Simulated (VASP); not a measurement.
# Ge32H20CO in VASP: single point with RPBE

Aim: the single point of Ge32H20CO with RPBE.

All numbers are computed with VASP 6.6.1; they aren't measurements. Logs are shortened: lines on timing, memory, paths and dates and some standing lists are left out, and cuts for length are marked.

## Step 1: The cell of the first run

The cell holds a slab with vacuum, 54 atoms: a = 11.316 Å, b = 11.316 Å, c = 20.913 Å, α = 90.00°, β = 90.00°, γ = 90.00°.

## Step 2: Single point, RPBE

Contents of INCAR:

```
PREC = Accurate
ENCUT = 520
EDIFF = 1E-7
ISMEAR = 0
SIGMA = 0.03
LREAL = Auto
LASPH = True
NELM = 100
ALGO = Normal
ISIF = 2
LWAVE = False
LCHARG = False
GGA = RP
NBANDS = 272
```

Contents of KPOINTS:

```
Automatic mesh
0
Gamma
  1 1 1
```

Contents of POSCAR:

```
Ge32H20CO
1.0
    8.0016200000      8.0016200000      0.0000000000
   -8.0016200000      8.0016200000      0.0000000000
    0.0000000000      0.0000000000     20.9129000000
Ge H O C
32 20 1 1
Direct
   -0.3110513700      0.3108361000      0.3417141700
   -0.1883655200     -0.3187773700      0.3430676400
    0.0472323700     -0.0476265800      0.3610445300
    0.3184141100      0.1879546800      0.3430611200
   -0.0306010400     -0.4676948700      0.3833236400
    0.2045715100     -0.2046135400      0.3570723000
    0.4674655600      0.0303300900      0.3833297900
    0.5359704100     -0.5364105200      0.3825849700
   -0.1200746300      0.3860718100      0.3036954800
   -0.1204160200     -0.1282538500      0.2999495500
    0.1277503100      0.1202603000      0.3000877800
    0.3865520700      0.3803836100      0.3034034500
    0.1144430300     -0.3775875900      0.3035699900
    0.3773706300     -0.1144371200      0.3034431500
    0.6138873100      0.1197711000      0.3037830100
    0.6191194000     -0.3867587100      0.3035083400
   -0.0011943800      0.2513838600      0.2346504100
    0.0024862600     -0.2532632300      0.2284676200
    0.2530832800     -0.0022977500      0.2284720500
    0.5003917400      0.2489957600      0.2290228000
    0.2489271800     -0.4992641800      0.2358479700
    0.4991756900     -0.2489109500      0.2358277200
    0.7486584100      0.0010959200      0.2346516000
    0.7508965400     -0.5002206400      0.2290238900
   -0.1250000000      0.1250000000      0.1644630000
   -0.1250000000     -0.3750000000      0.1644630000
    0.1250000000     -0.1250000000      0.1644630000
    0.3750000000      0.1250000000      0.1644630000
    0.1250000000     -0.6250000000      0.1644630000
    0.3750000000     -0.3750000000      0.1644630000
    0.6250000000     -0.1250000000      0.1644630000
    0.6250000000     -0.6250000000      0.1644630000
   -0.0489780000      0.0489780000      0.1195430000
   -0.2010220000      0.2010220000      0.1195430000
   -0.0489780000     -0.4510220000      0.1195430000
   -0.2010220000     -0.2989780000      0.1195430000
    0.2010220000     -0.2010220000      0.1195430000
    0.0489780000     -0.0489780000      0.1195430000
    0.4510220000      0.0489780000      0.1195430000
    0.2989780000      0.2010220000      0.1195430000
    0.2010220000     -0.7010220000      0.1195430000
    0.0489780000     -0.5489780000      0.1195430000
    0.4510220000     -0.4510220000      0.1195430000
    0.2989780000     -0.2989780000      0.1195430000
    0.7010220000     -0.2010220000      0.1195430000
    0.5489780000     -0.0489780000      0.1195430000
    0.7010220000     -0.7010220000      0.1195430000
    0.5489780000     -0.5489780000      0.1195430000
    0.0111053500     -0.0113584600      0.4299333200
    0.4101843400     -0.2963752100      0.4288943800
    0.2990414800     -0.4088983300      0.4299100300
    0.3379713900     -0.3339694800      0.5021242300
    0.2361327800     -0.2352644000      0.4412875600
    0.3246719100     -0.3224275200      0.4504297200
```

Potentials or basis: VASP PAW PBE potentials, release 64 (Ge_d, H, O, C).

Launch:

```bash
> cat potpaw_PBE.64/Ge_d/POTCAR potpaw_PBE.64/H/POTCAR potpaw_PBE.64/O/POTCAR potpaw_PBE.64/C/POTCAR > POTCAR
> mpirun -np 1 vasp_gam > vasp.out
```

OUTCAR:

```text
PREC = Accurate
   ENCUT = 520
   EDIFF = 1E-7
   ISMEAR = 0
   LREAL = Auto
   LASPH = True
   NELM = 100
   ISIF = 2
   GGA = RP

 ion  position               nearest neighbor table
   1  0.689  0.311  0.342-  15 2.45   9 2.46   8 2.59
   2  0.812  0.681  0.343-  16 2.45  10 2.46   5 2.60
   3  0.047  0.952  0.361-  49 1.55  10 2.46  11 2.46   6 2.52
   4  0.318  0.188  0.343-  12 2.45  11 2.46   7 2.60
   5  0.969  0.532  0.383-  13 2.55   9 2.56   2 2.60
   6  0.205  0.795  0.357-  53 1.83  14 2.47  13 2.47   3 2.52
   7  0.467  0.030  0.383-  14 2.55  15 2.56   4 2.60
   8  0.536  0.464  0.383-  12 2.55  16 2.55   1 2.59
   9  0.880  0.386  0.304-   1 2.46  17 2.49  24 2.50   5 2.56
  10  0.880  0.872  0.300-   2 2.46   3 2.46  18 2.48  23 2.49
  11  0.128  0.120  0.300-   4 2.46   3 2.46  19 2.49  17 2.49
  12  0.387  0.380  0.303-   4 2.45  21 2.51  20 2.51   8 2.55
  13  0.114  0.622  0.304-  18 2.46   6 2.47  21 2.49   5 2.55
  14  0.377  0.886  0.303-  19 2.46   6 2.47  22 2.49   7 2.55
[... 16 lines left out ...]
  31  0.625  0.875  0.164-  45 1.54  46 1.54  23 2.48  22 2.49
  32  0.625  0.375  0.164-  47 1.54  48 1.54  20 2.42  24 2.42
  33  0.951  0.049  0.120-  25 1.54
  34  0.799  0.201  0.120-  25 1.54
  35  0.951  0.549  0.120-  26 1.54
  36  0.799  0.701  0.120-  26 1.54
  37  0.201  0.799  0.120-  27 1.54
  38  0.049  0.951  0.120-  27 1.54
[... 12 lines left out ...]
  51  0.299  0.591  0.430-  54 1.11
  52  0.338  0.666  0.502-  54 1.10
  53  0.236  0.765  0.441-  54 1.42   6 1.83
  54  0.325  0.678  0.450-  52 1.10  51 1.11  50 1.11  53 1.42

  LATTYP: Found a simple tetragonal cell.
 ALAT       =    11.3159995250
 C/A-ratio  =     1.8480824388

  Lattice vectors:

 A1 = (   8.0016200000,   8.0016200000,   0.0000000000)
 A2 = (  -8.0016200000,   8.0016200000,   0.0000000000)
 A3 = (   0.0000000000,   0.0000000000,  20.9129000000)

Analysis of symmetry for initial positions (statically):
=====================================================================
 Subroutine PRICEL returns:
 Original cell was already a primitive cell.

 Routine SETGRP: Setting up the symmetry group for a
 simple tetragonal supercell.

 Subroutine GETGRP returns: Found  1 space group operations
 (whereof  1 operations were pure point group operations)
 out of a pool of 16 trial point group operations.

The static configuration has the point symmetry C_1 .

Analysis of symmetry for dynamics (positions and initial velocities):
=====================================================================
 Subroutine PRICEL returns:
 Original cell was already a primitive cell.

 Routine SETGRP: Setting up the symmetry group for a
 simple tetragonal supercell.

 Subroutine GETGRP returns: Found  1 space group operations
 (whereof  1 operations were pure point group operations)
 out of a pool of 16 trial point group operations.

The dynamic configuration has the point symmetry C_1 .

 Subroutine INISYM returns: Found  1 space group operations
 (whereof  1 operations are pure point group operations),
 and found     1 'primitive' translations

----------------------------------------------------------------------------------------

                                     Primitive cell

  volume of cell :    2677.9354

  direct lattice vectors                    reciprocal lattice vectors
     8.001620000  8.001620000  0.000000000     0.062487346  0.062487346  0.000000000
    -8.001620000  8.001620000  0.000000000    -0.062487346  0.062487346  0.000000000
     0.000000000  0.000000000 20.912900000     0.000000000  0.000000000  0.047817376

  length of vectors
    11.315999525 11.315999525 20.912900000     0.088370453  0.088370453  0.047817376

  position of ions in fractional coordinates (direct lattice)
     0.688948630  0.310836100  0.341714170
     0.811634480  0.681222630  0.343067640
     0.047232370  0.952373420  0.361044530
     0.318414110  0.187954680  0.343061120
     0.969398960  0.532305130  0.383323640
     0.204571510  0.795386460  0.357072300
[... 46 lines left out ...]
     0.236132780  0.764735600  0.441287560
     0.324671910  0.677572480  0.450429720

  ion indices of the primitive-cell ions
   primitive index   ion index
                 1           1
                 2           2
                 3           3
                 4           4
                 5           5
                 6           6
[... 46 lines left out ...]
                53          53
                54          54

----------------------------------------------------------------------------------------

 KPOINTS: Automatic mesh

Automatic generation of k-mesh.
 Grid dimensions read from file:
 generate k-points for:    1    1    1

 Generating k-lattice:

  Cartesian coordinates                     Fractional coordinates (reciprocal lattice)
     0.062487346  0.062487346  0.000000000     1.000000000  0.000000000  0.000000000
    -0.062487346  0.062487346  0.000000000     0.000000000  1.000000000  0.000000000
     0.000000000  0.000000000  0.047817376     0.000000000  0.000000000  1.000000000

  Length of vectors
     0.088370453  0.088370453  0.047817376

  Shift w.r.t. Gamma in fractional coordinates (k-lattice)
     0.000000000  0.000000000  0.000000000

 Subroutine IBZKPT returns following result:
 ===========================================

 Found      1 irreducible k-points:

 Following reciprocal coordinates:
            Coordinates               Weight
  0.000000  0.000000  0.000000      1.000000
   k-points           NKPTS =      1   k-points in BZ     NKDIM =      1   number of bands    NBANDS=    272
   number of dos      NEDOS =    301   number of ions     NIONS =     54
   total plane-waves  NPLWV = ******
   dimension x,y,z NGX =    84 NGY =   84 NGZ =  160
   dimension x,y,z NGXF=   168 NGYF=  168 NGZF=  320
   ions per type =              32  20   1   1
   NGX,Y,Z   is equivalent  to a cutoff of  12.34, 12.34, 12.72 a.u.
   NGXF,Y,Z  is equivalent  to a cutoff of  24.68, 24.68, 25.44 a.u.
 SYSTEM =  unknown system
   PREC   = accura    normal or accurate (medium, high low for compatibility)
   ISTART =      0    job   : 0-new  1-cont  2-samecut
   ICHARG =      2    charge: 1-file 2-atom 10-const
   ISPIN  =      1    spin polarized calculation?
   LNONCOLLINEAR =      F non collinear calculations
   LSORBIT =      F    spin-orbit coupling
   LASPH  =      T    aspherical Exc in radial PAW
   ENCUT  =  520.0 eV  38.22 Ry    6.18 a.u.  21.04 21.04 38.88*2*pi/ulx,y,z
   NELM   =    100;   NELMIN=  2; NELMDL= -5     # of ELM steps
   EDIFF  = 0.1E-06   stopping-criterion for ELM
   LREAL  =      T    real-space projection
   EDIFFG = 0.1E-05   stopping-criterion for IOM
   NSW    =      0    number of steps for IOM
   IBRION =     -1    ionic relax: 0-MD 1-quasi-New 2-CG
   NFREE  =      0    steps in history (QN), initial steepest desc. (CG)
   ISIF   =      2    stress and relaxation
   ISYM   =      2    0-nonsym 1-usesym 2-fastsym
   POTIM  = 0.5000    time-step for ionic-motion
   TEBEG  =    0.0;   TEEND  =   0.0 temperature during run
   PSTRESS=    0.0 pullay stress
   NELECT =     478.0000    total number of electrons
   NUPDOWN=      -1.0000    fix difference up-down
   EMIN   =  10.00;   EMAX   =-10.00  energy-range for DOS
   EFERMI =   0.00;   METHOD = LEGACY
   ISMEAR =     0;   SIGMA  =   0.03  broadening in eV -4-tet -1-fermi 0-gaus
   EFERMI_NEDOS =   21; number of points for ismear=-14 and -15
   IALGO  =     38    algorithm
   IMIX   =      4    mixing-type and parameters
     AMIX     =   0.40;   BMIX     =  1.00
     AMIX_MAG =   1.60;   BMIX_MAG =  1.00
  volume/ion in A,a.u.               =      49.59       334.66
  Fermi-wavevector in a.u.,A,eV,Ry     =   0.921759  1.741872 11.560052  0.849640
  Thomas-Fermi vector in A             =   2.047211
   LORBIT       =      0    0 simple, 1 ext, 2 COOP (PROOUT), +10 PAW based schemes
   GGA     = RP    functional components
   LHFCALC =     F    Hartree Fock is set to
   AEXX    =    0.0000 exact exchange contribution
   IVDW    =     0    specifies the selected vdW correction
   LEPSILON=     F    determine dielectric tensor
   LRPA    =     F    only Hartree local field effects (RPA)
 non-spin polarized calculation
 Gauss-broadening in eV      SIGMA  =   0.03
  energy-cutoff  :      520.00
  volume of cell :     2677.94
 maximum number of plane-waves:     35941
   NGX = 43   NGY = 43   NGZ = 77

 number of electron     477.9999710 magnetization

 Free energy of the ion-electron system (eV)
  ---------------------------------------------------
  ext. energy  EPLUGINS =         0.00000000
  ---------------------------------------------------
  free energy    TOTEN  =      -206.79911434 eV

  energy without entropy =     -206.79911434  energy(sigma->0) =     -206.79911434

 E-fermi :  -1.9523     XC(G=0):  -3.6871

 val. band max:       -2.0915139964   @ k =   0.0000   0.0000   0.0000
 cond. band min:      -1.5682626195   @ k =   0.0000   0.0000   0.0000
 fundamental gap:      0.5232513769
 Fermi energy:        -1.9523182993

 k-point     1 :       0.0000    0.0000    0.0000
  band No.  band energies     occupation
      1     -26.7052      2.00000
      2     -26.7045      2.00000
      3     -26.6756      2.00000
      4     -26.6441      2.00000
      5     -26.6434      2.00000
      6     -26.6219      2.00000
[... 243 lines left out ...]
    250       0.5073      0.00000
    251       0.5298      0.00000
 [bands above 251 left out]

------------------------ aborting loop because EDIFF is reached ----------------------------------------

  FORCE on cell =-STRESS in cart. coord.  units (eV):
  Direction    XX          YY          ZZ          XY          YZ          ZX
  --------------------------------------------------------------------------------------
  -------------------------------------------------------------------------------------
  Total       28.9442331     21.9810239      9.0592108      0.0218148     -0.0037803      0.2821004
  in kB       17.3169948     13.1509885      5.4200195      0.0130516     -0.0022617      0.1687773
  external PRESSURE =      11.9626676 kB  Pullay stress =       0.0000000 kB

 VOLUME and BASIS-vectors are now :
 -----------------------------------------------------------------------------
  energy-cutoff  :      520.00
  volume of cell :     2677.94
      direct lattice vectors                 reciprocal lattice vectors
     8.001620000  8.001620000  0.000000000     0.062487346  0.062487346  0.000000000
    -8.001620000  8.001620000  0.000000000    -0.062487346  0.062487346  0.000000000
     0.000000000  0.000000000 20.912900000     0.000000000  0.000000000  0.047817376

 POSITION                                       TOTAL-FORCE (eV/Angst)
 -----------------------------------------------------------------------------------
      3.02551      7.99990      7.14623        -0.063911     -0.000014      0.088200
      1.04351     11.94528      7.17454         0.071822     -0.002293      0.093732
     -7.24259      7.99847      7.55049        -0.062580     -0.000973      0.178413
      1.04389      4.05177      7.17440         0.070666      0.002900      0.094363
      3.49746     12.01607      8.01641        -0.006743     -0.026821      0.206377
     -4.72748      8.00128      7.46742        -0.047306      0.000063     -0.013293
[... 46 lines left out ...]
     -4.22968      8.00857      9.22860        -0.338232     -0.005426      0.147869
     -2.82378      8.01958      9.41979         0.362871      0.006092      0.131827
 -----------------------------------------------------------------------------------
    total drift:                               -0.006922      0.000960      0.016441

  FREE ENERGIE OF THE ION-ELECTRON SYSTEM (eV)
  ---------------------------------------------------
  free  energy   TOTEN  =      -206.7991143360 eV

  energy  without entropy=     -206.7991143360  energy(sigma->0) =     -206.79911434
```

It took 48 min on 1 thread of Intel Xeon Platinum 8259CL at 2.50GHz (Skylake/Cascade Lake), shared host; peak memory 1.9 GiB.

What came out:

```yaml
Free_energy: -206.7991 eV
Largest_force: 0.790 eV/Å
```

Forces in eV/Å, atoms in the order of the input:
```
Ge  -0.064  0.000  0.088
Ge   0.072 -0.002  0.094
Ge  -0.063 -0.001  0.178
Ge   0.071  0.003  0.094
Ge  -0.007 -0.027  0.206
Ge  -0.047  0.000 -0.013
Ge  -0.007  0.028  0.205
Ge   0.073  0.000  0.191
Ge   0.024  0.012  0.098
Ge  -0.055 -0.018  0.076
Ge  -0.051  0.020  0.074
Ge  -0.009  0.004  0.074
Ge   0.007 -0.048  0.045
Ge   0.008  0.047  0.048
Ge   0.025 -0.012  0.096
Ge  -0.009 -0.006  0.073
Ge   0.000 -0.001  0.002
Ge  -0.007 -0.018  0.008
Ge  -0.009  0.019  0.009
Ge  -0.003 -0.002  0.048
Ge   0.003 -0.007 -0.015
Ge   0.003  0.008 -0.014
Ge   0.000  0.000  0.002
Ge  -0.004  0.001  0.048
Ge  -0.114 -0.002  0.305
Ge   0.046  0.042 -0.787
Ge  -0.041  0.000 -0.687
Ge   0.046 -0.035 -0.786
Ge   0.127  0.084  0.317
Ge  -0.135 -0.003  0.429
Ge   0.128 -0.085  0.316
Ge  -0.135  0.003 -0.659
H   -0.013  0.000 -0.013
H    0.119 -0.001 -0.012
H   -0.118 -0.042 -0.083
H    0.142 -0.021 -0.048
H   -0.132  0.002 -0.066
H    0.085 -0.002 -0.081
H   -0.118  0.037 -0.083
H    0.142  0.024 -0.049
H   -0.119 -0.008 -0.013
H    0.053  0.008 -0.011
H   -0.015  0.000 -0.028
H    0.123 -0.001 -0.020
H   -0.119  0.007 -0.014
H    0.053 -0.009 -0.011
H   -0.099  0.002 -0.034
H    0.088 -0.001 -0.072
H   -0.017 -0.001  0.042
H    0.015  0.008  0.044
H    0.014 -0.009  0.041
H    0.019  0.001  0.068
O   -0.338 -0.005  0.148
C    0.363  0.006  0.132
```

Caveat: the k points lie up to 0.56 Å⁻¹ apart; the PAW data sets were made with another functional, which shifts forces and pressure a little.
